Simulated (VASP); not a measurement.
Here is a VASP 6.6.1 calculation.

Contents of INCAR:

```
  PREC = Accurate
  ENCUT = 520
  EDIFF = 1E-6
  ISMEAR = 0
  SIGMA = 0.1
  LREAL = F
  LASPH = T
  NELM = 100
  ALGO = Normal
  ISIF = 2
  LWAVE = F
  LCHARG = T
  GGA = PE
  LELF = T
  LVHAR = T
  NBANDS = 26
```

Contents of KPOINTS:

```
Automatic mesh
0
Gamma
  6 6 6
```

File POSCAR:

```
Al7Cu
1.0
    5.9121261731      0.0000000000      0.0000000000
    0.0000000000      5.9121261731      0.0000000000
    0.0000000000      0.0000000000      5.9121261731
Al Cu
7 1
Direct
    0.2293318023      0.2293318023      0.2293318023
    0.0000000000      0.5000000000      0.5000000000
    0.5000000000      0.5000000000      0.0000000000
    0.5000000000      0.0000000000      0.5000000000
    0.7706681977      0.2293318023      0.7706681977
    0.7706681977      0.7706681977      0.2293318023
    0.2293318023      0.7706681977      0.7706681977
    0.0000000000      0.0000000000      0.0000000000
```

Potentials or basis: VASP PAW PBE potentials, release 64 (Al, Cu).

The run is started by

```console
$ cat potpaw_PBE.64/Al/POTCAR potpaw_PBE.64/Cu/POTCAR > POTCAR
$ mpirun -np 1 vasp_std > vasp.out
```

**Question.** Estimate the largest force.

**Answer.** 0.028 eV/Å.

**Question.** What does it give for the band gap on the k mesh?

**Answer.** Zero (bands 16 and 17 overlap by 1.88 eV).

Forces on the atoms (eV/Å):
```
Al   0.016  0.016  0.016
Al   0.000  0.000  0.000
Al   0.000  0.000  0.000
Al   0.000  0.000  0.000
Al  -0.016  0.016 -0.016
Al  -0.016 -0.016  0.016
Al   0.016 -0.016 -0.016
Cu   0.000  0.000  0.000
```
